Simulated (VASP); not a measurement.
Write the native input for VASP 6.6.1 that does the following.

```yaml
Task: single point
Functional: PBEsol
Potentials_or_basis: VASP PAW PBE potentials, release 64 (Au)
Cutoff: 520 eV
k_mesh: 11 × 11 × 6
Occupations: methfessel-paxton, width 0.15 eV
Spin: no spin polarisation
Dipole_correction: no
Further_INCAR_settings: ALGO = Normal; EDIFF = 1e-06; NBANDS = 18
```

The structure of Au lies in POSCAR:

```
Au
1.0
    2.9096346223      0.0000000000      0.0000000000
   -1.4548173111      2.5198178287      0.0000000000
    0.0000000000      0.0000000000      4.8962127437
Au
2
Direct
    0.3333333333      0.6666666667      0.7500000000
    0.6666666667      0.3333333333      0.2500000000
```

This isn't the form of Au at room conditions, which is fcc.

The input as run:

INCAR

```
PREC = Accurate
ENCUT = 520
EDIFF = 1E-6
ISMEAR = 1
SIGMA = 0.15
LREAL = F
LASPH = T
NELM = 80
ALGO = Normal
ISIF = 2
LWAVE = F
LCHARG = F
GGA = PS
NBANDS = 18
```

KPOINTS

```
regular mesh
0
Gamma
  11 11 6
```

Potentials or basis: VASP PAW PBE potentials, release 64 (Au).

Launch:

```bash
$ cat potpaw_PBE.64/Au/POTCAR > POTCAR
$ mpirun -np 1 vasp_std > vasp.out
```

It gave:

| Item | Value |
| --- | --- |
| Pressure | -7.9 GPa |
| Band gap on the k mesh | zero (bands 11 and 12 overlap by 6.11 eV) |

Caveat: the cell stands under tension; the PAW data sets were made with another functional, which shifts forces and pressure a little; spin-orbit coupling is left out, which moves the levels of the heavy elements.

Wall time 42 s on 1 thread of Intel Xeon 8259CL, on a shared host, peak memory 0.18 GiB.
